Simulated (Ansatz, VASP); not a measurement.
One calculation of La, two programs

INCAR

```
SYSTEM = La
  PREC = Accurate
  ENCUT = 600
  EDIFF = 1E-6
  ISMEAR = -1
  SIGMA = 0.05
  LREAL = .FALSE.
  LASPH = .TRUE.
  NELM = 100
  ALGO = Normal
  ISIF = 3
  LWAVE = .FALSE.
  LCHARG = .FALSE.
  GGA = PE
  IBRION = 2
  NSW = 60
  EDIFFG = -0.005
```

Contents of KPOINTS:

```
regular mesh
0
G
  13 13 13
  0 0 0
```

The input POSCAR:

```
La
1.0
   -2.1053153331      2.1053153331      2.1053153331
    2.1053153331     -2.1053153331      2.1053153331
    2.1053153331      2.1053153331     -2.1053153331
La
1
Direct
    0.0000000000      0.0000000000      0.0000000000
```

Input for Ansatz:

```yaml
crystal:
  lattice:
    - [-2.1053153331, 2.1053153331, 2.1053153331]
    - [2.1053153331, -2.1053153331, 2.1053153331]
    - [2.1053153331, 2.1053153331, -2.1053153331]
  atoms:
    - { symbol: La, position: [0.0, 0.0, 0.0] }
kpoints:
  mp_grid: { grid: [13, 13, 13] }
scf:
  occupations: { method: fermi_dirac, width: 0.05 }
hamiltonian:
  xc: pbe
  pseudopotentials: { kind: paw }
output:
  forces: true
  stress: true
relax:
  f_tol: 0.005
  max_steps: 40
  cell: {}
```

Alike in both runs: task relaxation of cell and atoms; functional PBE; k mesh 13 × 13 × 13; occupations fermi-dirac, width 0.05 eV; no spin polarisation.

```csv
,VASP,Ansatz
version,VASP 6.6.1,Ansatz 0.2.0
potentials or method,"VASP PAW PBE potentials, release 64 (La)","PAW with Ansatz's default frozen-core files, scalar-relativistic"
plane-wave cutoff (eV),600,420
valence electrons in the cell,11,11
```

```csv
,VASP,Ansatz,Ansatz less VASP
relaxed volume (Å³/atom),37.76,37.72,-0.040
relaxed cell length with the largest relative difference (Å),3.661,3.659,-0.0013
```

Spin-orbit coupling is off throughout.
